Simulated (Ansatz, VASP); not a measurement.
## SiC: VASP beside Ansatz

File INCAR:

```
SYSTEM = SiC
  PREC = Accurate
  ENCUT = 600
  EDIFF = 1E-6
  ISMEAR = 0
  SIGMA = 0.01
  LREAL = .FALSE.
  LASPH = .TRUE.
  NELM = 120
  ALGO = Normal
  ISIF = 2
  LWAVE = .FALSE.
  LCHARG = .TRUE.
  GGA = CA
  LELF = .TRUE.
  LVHAR = .TRUE.
  NBANDS = 11
  GGA_COMPAT = .FALSE.
```

The input KPOINTS:

```
Automatic mesh
0
G
  10 10 10
  0 0 0
```

The input POSCAR:

```
SiC
1.0
    0.0000000000      1.9894255490      1.9894255490
    1.9894255490      0.0000000000      1.9894255490
    1.9894255490      1.9894255490      0.0000000000
Si C
1 1
Direct
    0.0000000000      0.0000000000      0.0000000000
    0.2500000000      0.2500000000      0.2500000000
```

Input for Ansatz:

```yaml
crystal:
  lattice:
    - [0.0, 1.989425549, 1.989425549]
    - [1.989425549, 0.0, 1.989425549]
    - [1.989425549, 1.989425549, 0.0]
  atoms:
    - { symbol: Si, position: [0.0, 0.0, 0.0] }
    - { symbol: C, position: [0.25, 0.25, 0.25] }
scf:
  occupations: { method: fixed }
output:
  forces: true
  stress: true
  eigenvalues: true
hamiltonian:
  xc: lda
basis:
  ecutwfc: 560
kpoints:
  mp_grid: { grid: [10, 10, 10] }
```

Alike in both runs: task single point; functional LDA; k mesh 10 × 10 × 10; no spin polarisation.

|  | VASP | Ansatz |
| --- | --- | --- |
| version | VASP 6.6.1 | Ansatz 0.2.0 |
| potentials or method | VASP PAW LDA potentials, release 64 (Si, C), cutoff 600 eV | scalar-relativistic, plane waves, PAW |
| occupations | gaussian, width 0.01 eV | fixed |
| valence electrons in the cell | 8 | 8 |

```tsv
	VASP	Ansatz	Ansatz less VASP
gap on the k mesh at the Fermi level (eV)	1.03	1.04	+0.015
least direct gap on the mesh (eV)	4.73	4.75	+0.024
```

LDA's correlation is that of Perdew and Zunger in VASP and of Perdew and Wang (1992) in Ansatz.
